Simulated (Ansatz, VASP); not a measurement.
**AlN: VASP beside Ansatz**

```
Al N
1.0
     3.31212    0.00000    0.00000
    -1.65606    2.86838    0.00000
     0.00000    0.00000    4.18756
Al N
2 2
Direct
  0.66667 0.33333 0.25000
  0.33333 0.66667 0.75000
  0.66667 0.33333 0.75000
  0.33333 0.66667 0.25000
```

Alike in both runs: task single point; functional PBE-based screened hybrid; k mesh 5 × 5 × 4; occupations fermi-dirac, width 0.05 eV; no spin polarisation.

|  | VASP | Ansatz |
| --- | --- | --- |
| version | VASP 6.6.1 | Ansatz 0.2.0 |
| potentials or method | VASP PAW PBE potentials, release 64 (Al, N) | Ansatz PAW |
| plane-wave cutoff (eV) | 520 | 420 |
| valence electrons in the cell | 16 | 16 |

Ansatz gave:

- gap on the k mesh at the Fermi level (eV): 4.54
- least direct gap on the mesh (eV): 4.54
- pressure (GPa): -5.8
- traceless stress, the component that is largest in VASP (GPa): -0.13

Q: What did VASP give for the same quantities?

A: gap on the k mesh at the Fermi level (eV): 4.55; least direct gap on the mesh (eV): 4.55; pressure (GPa): -5.8; traceless stress, the component that is largest in VASP (GPa): 0.30.

VASP's potentials were made for PBE, not for PBE-based screened hybrid. With one functional, cell and mesh, what is left measures potentials, basis and numerics.

The k mesh is coarse, so the values compare programs but aren't converged. Noted on Ansatz's run: odd divisions of the mesh miss points on the zone boundary, where band edges often lie, so the gap on the mesh can be too wide.
